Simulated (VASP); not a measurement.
Set up this calculation in VASP 6.6.1, as the native input.

- Task: single point
- Functional: LDA
- Potentials or basis: VASP PAW LDA potentials, release 64 (La, Mg)
- Cutoff: 520 eV
- k mesh: 5 × 5 × 5
- Occupations: fermi-dirac, width 0.05 eV
- Spin: no spin polarisation
- Dipole correction: no
- Further INCAR settings: ALGO = Normal; EDIFF = 1e-07; NBANDS = 16

The structure of LaMg3 lies in POSCAR:

```
LaMg3
1.0
    4.7127128512      0.0000000000      0.0000000000
    0.0000000000      4.7127128512      0.0000000000
    0.0000000000      0.0000000000      4.9251246652
La Mg
1 3
Direct
    0.0000000000      0.0000000000      0.0000000000
    0.5000000000      0.0000000000      0.5000000000
    0.5000000000      0.5000000000      0.0000000000
    0.0000000000      0.5000000000      0.5000000000
```

One way to write it, as run:

INCAR

```
SYSTEM = LaMg3
PREC = Accurate
ENCUT = 520
EDIFF = 1E-7
ISMEAR = -1
SIGMA = 0.05
LREAL = .False.
LASPH = .True.
NELM = 80
ALGO = Normal
ISIF = 2
LWAVE = .False.
LCHARG = .False.
GGA = CA
NBANDS = 16
```

KPOINTS

```
regular mesh
0
Gamma
  5 5 5
  0 0 0
```

Potentials or basis: VASP PAW LDA potentials, release 64 (La, Mg).

Launch:

```console
$ cat potpaw_LDA.64/La/POTCAR potpaw_LDA.64/Mg/POTCAR > POTCAR
$ mpirun -np 1 vasp_std > vasp.out
```

It gave:

The pressure is -1.8 GPa.

It took 18 s on 1 thread of AMD EPYC 9R45 96-Core Processor (Zen 5), on a shared host, peak memory 0.17 GiB.
